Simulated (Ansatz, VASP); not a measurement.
Given: the input of a run of VASP 6.6.1 on Ca.

Contents of INCAR:

```
SYSTEM = Ca
PREC = Accurate
ENCUT = 520
EDIFF = 1E-6
ISMEAR = 0
SIGMA = 0.1
LREAL = .FALSE.
LASPH = .TRUE.
NELM = 60
ALGO = Normal
ISIF = 2
LWAVE = .FALSE.
LCHARG = .FALSE.
GGA = RP
NBANDS = 11
```

KPOINTS

```
Automatic mesh
0
G
  9 9 9
  0 0 0
```

The input POSCAR:

```
Ca
1.0
   -2.0964874600      2.1017318100      2.4453524600
    2.0964874600     -2.1017318100      2.4453524600
    2.0964874600      2.1017318100     -2.4453524600
Ca
1
Direct
    0.5000000000      0.5000000000      0.0000000000
```

Potentials or basis: VASP PAW PBE potentials, release 64 (Ca_sv).

Command:

```sh
$ cat potpaw_PBE.64/Ca_sv/POTCAR > POTCAR
$ mpirun -np 1 vasp_std > vasp.out
```

Task: Set up the same calculation for Ansatz 0.2.0. Potentials there: all-electron LAPW, scalar-relativistic.

Result: As run (the cutoff follows the program's own potentials):

File input.yaml:

```yaml
crystal:
  lattice:
    - [-2.09648746, 2.10173181, 2.44535246]
    - [2.09648746, -2.10173181, 2.44535246]
    - [2.09648746, 2.10173181, -2.44535246]
  atoms:
    - { symbol: Ca, position: [0.5, 0.5, 0.0] }
kpoints:
  mp_grid: { grid: [9, 9, 9] }
scf:
  occupations: { method: gaussian, width: 0.1 }
hamiltonian:
  xc: rpbe
  pseudopotentials: { kind: all_electron, lapw: { basis_error: 0.001 } }
output:
  forces: true
  stress: true
  eigenvalues: true
```

Potentials or basis: all-electron LAPW, scalar-relativistic.

Launch:

```sh
$ ansatz run input.yaml --threads 1 --pin off --max-ram 3072MiB --backend cpu --events-out ev --progress --plain --runs-dir out
```

Both were run:

|  | VASP | Ansatz | Ansatz less VASP |
| --- | --- | --- | --- |
| gap on the k mesh at the Fermi level (eV) | none | none | - |
| pressure (GPa) | 0.5 | 0.5 | -0.01 |
| traceless stress, the component that is largest in VASP (GPa) | 0.17 | 0.17 | 0.000 |

VASP's potentials were made for PBE, not for RPBE. A gap of «none» marks a metal or a gap that the smearing closes. Ansatz ran all-electron here, and VASP with PAW potentials.
